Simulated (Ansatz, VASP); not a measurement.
# Al: VASP beside Ansatz

```
Al
1.0
     2.70230    0.00000    0.00000
     0.00000    2.70230    0.00000
     0.00000    0.00000    2.70230
Al
1
Direct
  0.00000 0.00000 0.00000
```

Alike in both runs: task single point; functional RPBE; k mesh 13 × 13 × 13; occupations fermi-dirac, width 0.1 eV; no spin polarisation.

|  | VASP | Ansatz |
| --- | --- | --- |
| version | VASP 6.6.1 | Ansatz 0.2.0 |
| potentials or method | VASP PAW PBE potentials, release 64 (Al), cutoff 520 eV | plane waves (420 eV) with PAW, scalar-relativistic |
| valence electrons in the cell | 3 | 3 |

|  | VASP | Ansatz | Ansatz less VASP |
| --- | --- | --- | --- |
| pressure (GPa) | 2.3 | 2.4 | +0.10 |

VASP's potentials were made for PBE, not for RPBE.
